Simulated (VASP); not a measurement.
**Pd: single point with PBE**

The system is Pd.

```xyz
1
Lattice="0.0583 1.9741 1.9741 1.9741 0.0583 1.9741 1.9741 1.9741 0.0583" Properties=species:S:1:pos:R:3 pbc="T T T"
Pd    0.0000    0.0000    0.0000
```

This cell differs from its parent crystal: equal xy, yz and zx shear strains of +3 %.

```
Program                : VASP 6.6.1
Task                   : single point
Functional             : PBE
Potentials or basis    : VASP PAW PBE potentials, release 64 (Pd)
Cutoff                 : 520 eV
k mesh                 : 18 × 18 × 18
Occupations            : fermi-dirac, width 0.05 eV
Spin                   : no spin polarisation
Dipole correction      : no
Further INCAR settings : ALGO = Normal; EDIFF = 1e-06; NBANDS = 11
```

The pressure is 7.8 GPa. The band gap on the k mesh is zero (band 5 reaches 10.15 eV, above the bottom of band 6 at 8.51 eV).

Stress tensor (GPa, compression positive):
```
 7.80 -2.47 -2.47
-2.47  7.80 -2.47
-2.47 -2.47  7.80
```

Levels at points of the mesh, in eV from the Fermi level:
```
           k point  band 3  band 4  band 5  band 6  band 7  band 8
(0.00, 0.00, 0.00)   -2.76   -2.76   -1.21   -1.21   17.12   21.08
(0.50, 0.00, 0.00)   -2.65   -0.14    0.11    1.14    7.58   16.41
(0.50, 0.50, 0.00)   -0.09    0.29    0.31    3.36   10.82   12.68
(0.50, 0.50, 0.50)   -2.89   -0.08   -0.08    0.63    6.70   16.94
```

Wall time 67 s on 1 thread of Intel(R) Xeon(R) Platinum 8488C (Sapphire Rapids) (shared host), peak memory 0.22 GiB.

Caveat: the cell differs from its parent crystal (equal xy, yz and zx shear strains of +3 %).
